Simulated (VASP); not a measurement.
# W9C8 in VASP: single point with PBEsol

Aim: the single point of W9C8 with PBEsol.

All numbers are computed with VASP 6.6.1; they aren't measurements. Logs are shortened: lines on timing, memory, paths and dates and some standing lists are left out, and cuts for length are marked.

## (1) The cell of the first run

The cell holds a slab with vacuum, 17 atoms: a = 5.800 Å, b = 5.800 Å, c = 15.256 Å, α = 90.00°, β = 90.00°, γ = 120.00°.

## (2) Single point, PBEsol

INCAR reads:

```
  PREC = Accurate
  ENCUT = 520
  EDIFF = 1E-7
  ISMEAR = 0
  SIGMA = 0.15
  LREAL = Auto
  LASPH = True
  NELM = 80
  ALGO = Normal
  ISIF = 2
  LWAVE = False
  LCHARG = False
  GGA = PS
  NBANDS = 93
```

KPOINTS reads:

```
Automatic mesh
0
Gamma
  4 4 1
```

POSCAR reads:

```
W9C8
1.0
    5.7996800000      0.0000000000      0.0000000000
   -2.8998400000      5.0226700000      0.0000000000
    0.0000000000      0.0000000000     15.2562950000
W C
9 8
Direct
    0.0000000000      0.0000000000      0.0655467137
   -0.0041312430      0.0041392327      0.2486860014
    0.0000000000      0.5000000000      0.0655467137
   -0.0041320671      0.4917306930      0.2486852149
    0.5000000000      0.0000000000      0.0655467137
    0.5082754760      0.0041392327      0.2486862636
    0.5000000000      0.5000000000      0.0655467137
    0.5000028264      0.5000035838      0.2519001501
    1.1666703292      0.8333382444      0.3959345962
    0.3344705836      0.1689408223      0.1528851533
    0.3332034126      0.1663985490      0.3357898494
    0.3344718030      0.6655330730      0.1528835802
    0.3332022789      0.6668114768      0.3357886695
    0.8333286896      0.1666625520      0.1504259717
    0.8333442454      0.1666746969      0.3261748675
    0.8310619864      0.6655334712      0.1528829903
    0.8336154246      0.6668104813      0.3357868998
```

Potentials or basis: VASP PAW PBE potentials, release 64 (W_sv, C).

Command:

```
$ cat potpaw_PBE.64/W_sv/POTCAR potpaw_PBE.64/C/POTCAR > POTCAR
$ mpirun -np 1 vasp_std > vasp.out
```

OUTCAR:

```text
PREC = Accurate
   ENCUT = 520
   EDIFF = 1E-7
   ISMEAR = 0
   LREAL = Auto
   LASPH = True
   NELM = 80
   ISIF = 2
   GGA = PS

 ion  position               nearest neighbor table
   1  0.000  0.000  0.066-  14 2.12  16 2.14  10 2.14   2 2.79   7 2.90   3 2.90   3 2.90   7 2.90
                             5 2.90   5 2.90
   2  0.996  0.004  0.249-  15 2.02  17 2.15  11 2.15  14 2.22  10 2.24  16 2.24   1 2.79   9 2.83
                             4 2.83   6 2.83   8 2.90   8 2.90   6 2.97   4 2.97
   3  0.000  0.500  0.066-  14 2.12  16 2.14  12 2.14   4 2.79   5 2.90   1 2.90   1 2.90   5 2.90
                             7 2.90   7 2.90
   4  0.996  0.492  0.249-  15 2.02  17 2.15  13 2.15  14 2.22  12 2.24  16 2.24   3 2.79   9 2.83
                             2 2.83   6 2.83   8 2.90   8 2.90   6 2.97   2 2.97
   5  0.500  0.000  0.066-  14 2.12  12 2.14  10 2.14   6 2.79   7 2.90   3 2.90   7 2.90   3 2.90
                             1 2.90   1 2.90
   6  0.508  0.004  0.249-  15 2.02  13 2.15  11 2.15  14 2.22  10 2.24  12 2.24   5 2.79   9 2.83
                             4 2.83   2 2.83   8 2.90   8 2.90   2 2.97   4 2.97
   7  0.500  0.500  0.066-  16 2.13  12 2.13  10 2.13   8 2.84   1 2.90   5 2.90   5 2.90   1 2.90
                             3 2.90   3 2.90
   8  0.500  0.500  0.252-  11 2.11  13 2.11  17 2.11  10 2.25  12 2.25  16 2.25   7 2.84   4 2.90
                             2 2.90   6 2.90   6 2.90   2 2.90   4 2.90
   9  0.167  0.833  0.396-  17 1.91  11 1.91  13 1.91   2 2.83   6 2.83   4 2.83
  10  0.334  0.169  0.153-   7 2.13   5 2.14   1 2.14   2 2.24   6 2.24   8 2.25
  11  0.333  0.166  0.336-   9 1.91   8 2.11   6 2.15   2 2.15
  12  0.334  0.666  0.153-   7 2.13   5 2.14   3 2.14   4 2.24   6 2.24   8 2.25
  13  0.333  0.667  0.336-   9 1.91   8 2.11   6 2.15   4 2.15
  14  0.833  0.167  0.150-   5 2.12   1 2.12   3 2.12   6 2.22   2 2.22   4 2.22
  15  0.833  0.167  0.326-   4 2.02   2 2.02   6 2.02
  16  0.831  0.666  0.153-   7 2.13   1 2.14   3 2.14   2 2.24   4 2.24   8 2.25
  17  0.834  0.667  0.336-   9 1.91   8 2.11   2 2.15   4 2.15

  LATTYP: Found a hexagonal cell.
 ALAT       =     5.7996800000
 C/A-ratio  =     2.6305408229

  Lattice vectors:

 A1 = (   5.7996800000,   0.0000000000,   0.0000000000)
 A2 = (  -2.8998400000,   5.0226700000,   0.0000000000)
 A3 = (   0.0000000000,   0.0000000000,  15.2562950000)

Analysis of symmetry for initial positions (statically):
=====================================================================
 Subroutine PRICEL returns:
 Original cell was already a primitive cell.

 Routine SETGRP: Setting up the symmetry group for a
 hexagonal supercell.

 Subroutine GETGRP returns: Found  2 space group operations
 (whereof  1 operations were pure point group operations)
 out of a pool of 24 trial point group operations.

The static configuration has the point symmetry C_1 .
 The point group associated with its full space group is C_1h.

Analysis of symmetry for dynamics (positions and initial velocities):
=====================================================================
 Subroutine PRICEL returns:
 Original cell was already a primitive cell.

 Routine SETGRP: Setting up the symmetry group for a
 hexagonal supercell.

 Subroutine GETGRP returns: Found  2 space group operations
 (whereof  1 operations were pure point group operations)
 out of a pool of 24 trial point group operations.

The dynamic configuration has the point symmetry C_1 .
 The point group associated with its full space group is C_1h.

 Subroutine INISYM returns: Found  2 space group operations
 (whereof  1 operations are pure point group operations),
 and found     1 'primitive' translations

----------------------------------------------------------------------------------------

                                     Primitive cell

  volume of cell :     444.4140

  direct lattice vectors                    reciprocal lattice vectors
     5.799680000  0.000000000  0.000000000     0.172423306  0.099548646  0.000000000
    -2.899840000  5.022670000  0.000000000     0.000000000  0.199097293  0.000000000
     0.000000000  0.000000000 15.256295000     0.000000000  0.000000000  0.065546714

  length of vectors
     5.799680000  5.799679815 15.256295000     0.199097287  0.199097293  0.065546714

  position of ions in fractional coordinates (direct lattice)
     0.000000000  0.000000000  0.065546714
     0.995868757  0.004139233  0.248686001
     0.000000000  0.500000000  0.065546714
     0.995867933  0.491730693  0.248685215
     0.500000000  0.000000000  0.065546714
     0.508275476  0.004139233  0.248686264
[... 9 lines left out ...]
     0.831061986  0.665533471  0.152882990
     0.833615425  0.666810481  0.335786900

  ion indices of the primitive-cell ions
   primitive index   ion index
                 1           1
                 2           2
                 3           3
                 4           4
                 5           5
                 6           6
[... 9 lines left out ...]
                16          16
                17          17

----------------------------------------------------------------------------------------

 KPOINTS: Automatic mesh

Automatic generation of k-mesh.
 Grid dimensions read from file:
 generate k-points for:    4    4    1

 Generating k-lattice:

  Cartesian coordinates                     Fractional coordinates (reciprocal lattice)
     0.043105827  0.024887162  0.000000000     0.250000000  0.000000000  0.000000000
     0.000000000  0.049774323  0.000000000     0.000000000  0.250000000  0.000000000
     0.000000000  0.000000000  0.065546714     0.000000000  0.000000000  1.000000000

  Length of vectors
     0.049774322  0.049774323  0.065546714

  Shift w.r.t. Gamma in fractional coordinates (k-lattice)
     0.000000000  0.000000000  0.000000000

 Subroutine IBZKPT returns following result:
 ===========================================

 Found      7 irreducible k-points:

 Following reciprocal coordinates:
            Coordinates               Weight
  0.000000  0.000000  0.000000      1.000000
  0.250000 -0.000000  0.000000      2.000000
  0.000000  0.250000  0.000000      4.000000
  0.500000 -0.000000  0.000000      1.000000
  0.000000  0.500000  0.000000      2.000000
  0.250000  0.250000  0.000000      4.000000
 -0.250000  0.500000  0.000000      2.000000
   k-points           NKPTS =      7   k-points in BZ     NKDIM =      7   number of bands    NBANDS=     93
   number of dos      NEDOS =    301   number of ions     NIONS =     17
   total plane-waves  NPLWV = 276480
   dimension x,y,z NGX =    48 NGY =   48 NGZ =  120
   dimension x,y,z NGXF=    96 NGYF=   96 NGZF=  240
   ions per type =               9   8
   NGX,Y,Z   is equivalent  to a cutoff of  13.76, 13.76, 13.08 a.u.
   NGXF,Y,Z  is equivalent  to a cutoff of  27.52, 27.52, 26.15 a.u.
 SYSTEM =  unknown system
   PREC   = accura    normal or accurate (medium, high low for compatibility)
   ISTART =      0    job   : 0-new  1-cont  2-samecut
   ICHARG =      2    charge: 1-file 2-atom 10-const
   ISPIN  =      1    spin polarized calculation?
   LNONCOLLINEAR =      F non collinear calculations
   LSORBIT =      F    spin-orbit coupling
   LASPH  =      T    aspherical Exc in radial PAW
   ENCUT  =  520.0 eV  38.22 Ry    6.18 a.u.  10.78 10.78 28.37*2*pi/ulx,y,z
   NELM   =     80;   NELMIN=  2; NELMDL= -5     # of ELM steps
   EDIFF  = 0.1E-06   stopping-criterion for ELM
   LREAL  =      T    real-space projection
   EDIFFG = 0.1E-05   stopping-criterion for IOM
   NSW    =      0    number of steps for IOM
   IBRION =     -1    ionic relax: 0-MD 1-quasi-New 2-CG
   NFREE  =      0    steps in history (QN), initial steepest desc. (CG)
   ISIF   =      2    stress and relaxation
   ISYM   =      2    0-nonsym 1-usesym 2-fastsym
   POTIM  = 0.5000    time-step for ionic-motion
   TEBEG  =    0.0;   TEEND  =   0.0 temperature during run
   PSTRESS=    0.0 pullay stress
   NELECT =     158.0000    total number of electrons
   NUPDOWN=      -1.0000    fix difference up-down
   EMIN   =  10.00;   EMAX   =-10.00  energy-range for DOS
   EFERMI =   0.00;   METHOD = LEGACY
   ISMEAR =     0;   SIGMA  =   0.15  broadening in eV -4-tet -1-fermi 0-gaus
   EFERMI_NEDOS =   21; number of points for ismear=-14 and -15
   IALGO  =     38    algorithm
   IMIX   =      4    mixing-type and parameters
     AMIX     =   0.40;   BMIX     =  1.00
     AMIX_MAG =   1.60;   BMIX_MAG =  1.00
  volume/ion in A,a.u.               =      26.14       176.41
  Fermi-wavevector in a.u.,A,eV,Ry     =   1.159751  2.191611 18.300128  1.345021
  Thomas-Fermi vector in A             =   2.296340
   LORBIT       =      0    0 simple, 1 ext, 2 COOP (PROOUT), +10 PAW based schemes
   GGA     = PS    functional components
   LHFCALC =     F    Hartree Fock is set to
   AEXX    =    0.0000 exact exchange contribution
   IVDW    =     0    specifies the selected vdW correction
   LEPSILON=     F    determine dielectric tensor
   LRPA    =     F    only Hartree local field effects (RPA)
 non-spin polarized calculation
 Gauss-broadening in eV      SIGMA  =   0.15
  energy-cutoff  :      520.00
  volume of cell :      444.41
 maximum number of plane-waves:     11992
 NGX is ok and might be reduce to    48
   NGX = 21   NGY = 21   NGZ = 57

 number of electron     158.0000000 magnetization

 Free energy of the ion-electron system (eV)
  ---------------------------------------------------
  ext. energy  EPLUGINS =         0.00000000
  ---------------------------------------------------
  free energy    TOTEN  =      -189.02403661 eV

  energy without entropy =     -188.94546000  energy(sigma->0) =     -188.98474831

 E-fermi :   2.1322     XC(G=0):  -7.0372

 val. band max:        2.0323898548   @ k =   0.0000   0.2500   0.0000
 cond. band min:       2.1489322020   @ k =  -0.2500   0.5000   0.0000
 fundamental gap:      0.1165423472
 Fermi energy:         2.1322160053

 k-point     1 :       0.0000    0.0000    0.0000
  band No.  band energies     occupation
      1     -72.1484      2.00000
      2     -71.9838      2.00000
      3     -71.7447      2.00000
      4     -71.7232      2.00000
      5     -71.6970      2.00000
      6     -71.6968      2.00000
[... 83 lines left out ...]
     90       4.6575      0.00000
     91       5.3541      0.00000

 k-point     2 :       0.2500   -0.0000    0.0000
  band No.  band energies     occupation
      1     -72.1484      2.00000
      2     -71.9828      2.00000
      3     -71.7390      2.00000
      4     -71.7165      2.00000
      5     -71.7020      2.00000
      6     -71.6969      2.00000
[... 83 lines left out ...]
     90       4.7157      0.00000
     91       4.9799      0.00000

 k-point     3 :       0.0000    0.2500    0.0000
  band No.  band energies     occupation
      1     -72.1484      2.00000
      2     -71.9828      2.00000
      3     -71.7390      2.00000
      4     -71.7165      2.00000
      5     -71.7019      2.00000
      6     -71.6970      2.00000
[... 83 lines left out ...]
     90       4.7157      0.00000
     91       4.9799      0.00000

 k-point     4 :       0.5000   -0.0000    0.0000
  band No.  band energies     occupation
      1     -72.1483      2.00000
      2     -71.9819      2.00000
      3     -71.7307      2.00000
      4     -71.7126      2.00000
      5     -71.6985      2.00000
      6     -71.6969      2.00000
[... 83 lines left out ...]
     90       4.0876      0.00000
     91       4.2292      0.00000

 k-point     5 :       0.0000    0.5000    0.0000
  band No.  band energies     occupation
      1     -72.1483      2.00000
      2     -71.9819      2.00000
      3     -71.7308      2.00000
      4     -71.7124      2.00000
      5     -71.6986      2.00000
      6     -71.6970      2.00000
[... 83 lines left out ...]
     90       4.0876      0.00000
     91       4.2293      0.00000

 k-point     6 :       0.2500    0.2500    0.0000
  band No.  band energies     occupation
      1     -72.1483      2.00000
      2     -71.9819      2.00000
      3     -71.7308      2.00000
      4     -71.7118      2.00000
      5     -71.7030      2.00000
      6     -71.6966      2.00000
[... 83 lines left out ...]
     90       4.3497      0.00000
     91       4.4347      0.00000

 k-point     7 :      -0.2500    0.5000    0.0000
  band No.  band energies     occupation
      1     -72.1483      2.00000
      2     -71.9819      2.00000
      3     -71.7308      2.00000
      4     -71.7119      2.00000
      5     -71.7029      2.00000
      6     -71.6966      2.00000
[... 83 lines left out ...]
     90       4.3497      0.00000
     91       4.4347      0.00000
 [bands above 91 left out]

------------------------ aborting loop because EDIFF is reached ----------------------------------------

  FORCE on cell =-STRESS in cart. coord.  units (eV):
  Direction    XX          YY          ZZ          XY          YZ          ZX
  --------------------------------------------------------------------------------------
  -------------------------------------------------------------------------------------
  Total       -4.4093901     -4.4090905      1.0077497     -0.0002591     -0.0007543     -0.0013067
  in kB      -15.8964939    -15.8954139      3.6330846     -0.0009342     -0.0027192     -0.0047108
  external PRESSURE =      -9.3862744 kB  Pullay stress =       0.0000000 kB

 VOLUME and BASIS-vectors are now :
 -----------------------------------------------------------------------------
  energy-cutoff  :      520.00
  volume of cell :      444.41
      direct lattice vectors                 reciprocal lattice vectors
     5.799680000  0.000000000  0.000000000     0.172423306  0.099548646  0.000000000
    -2.899840000  5.022670000  0.000000000     0.000000000  0.199097293  0.000000000
     0.000000000  0.000000000 15.256295000     0.000000000  0.000000000  0.065546714

 POSITION                                       TOTAL-FORCE (eV/Angst)
 -----------------------------------------------------------------------------------
      0.00000      0.00000      1.00000         0.224021     -0.129213     -0.233432
      5.76372      0.02079      3.79403         0.007415     -0.004308     -0.025231
     -1.44992      2.51133      1.00000         0.000109      0.258615     -0.233432
      4.34978      2.46980      3.79402        -0.000023      0.008576     -0.025231
      2.89984      0.00000      1.00000        -0.223912     -0.129276     -0.233406
      2.93583      0.02079      3.79403        -0.007346     -0.004241     -0.025257
[... 9 lines left out ...]
      2.88995      3.34275      2.33243        -0.001695     -0.000978     -0.000955
      2.90106      3.34917      5.12286        -0.062947     -0.036342      0.026370
 -----------------------------------------------------------------------------------
    total drift:                               -0.040452      0.071572      0.005829

  FREE ENERGIE OF THE ION-ELECTRON SYSTEM (eV)
  ---------------------------------------------------
  free  energy   TOTEN  =      -189.0240366150 eV

  energy  without entropy=     -188.9454600045  energy(sigma->0) =     -188.98474831
```

It took 33 min on 1 thread of Oxide Virtual Turin-like, shared host; peak memory 0.62 GiB.

What came out:

```yaml
Free_energy: -189.0240 eV
Largest_force: 0.443 eV/Å
Band_gap_on_the_k_mesh: zero (bands 79 and 80 overlap by 0.62 eV)
```

Forces on the atoms (eV/Å):
```
W    0.224 -0.129 -0.233
W    0.007 -0.004 -0.025
W    0.000  0.259 -0.233
W    0.000  0.009 -0.025
W   -0.224 -0.129 -0.233
W   -0.007 -0.004 -0.025
W    0.000  0.000  0.443
W    0.000  0.000  0.003
W    0.000  0.000  0.155
C    0.000  0.002 -0.001
C    0.000  0.073  0.026
C    0.002 -0.001 -0.001
C    0.063 -0.036  0.026
C    0.000  0.000 -0.010
C    0.000  0.000  0.109
C   -0.002 -0.001 -0.001
C   -0.063 -0.036  0.026
```

Caveat: there is no dipole correction, which matters where the two faces differ; the PAW data sets were made with another functional, which shifts forces and pressure a little; spin-orbit coupling is left out, which moves the levels of the heavy elements.

The gap in the log of VASP goes by the Fermi energy; the results here count the filled bands.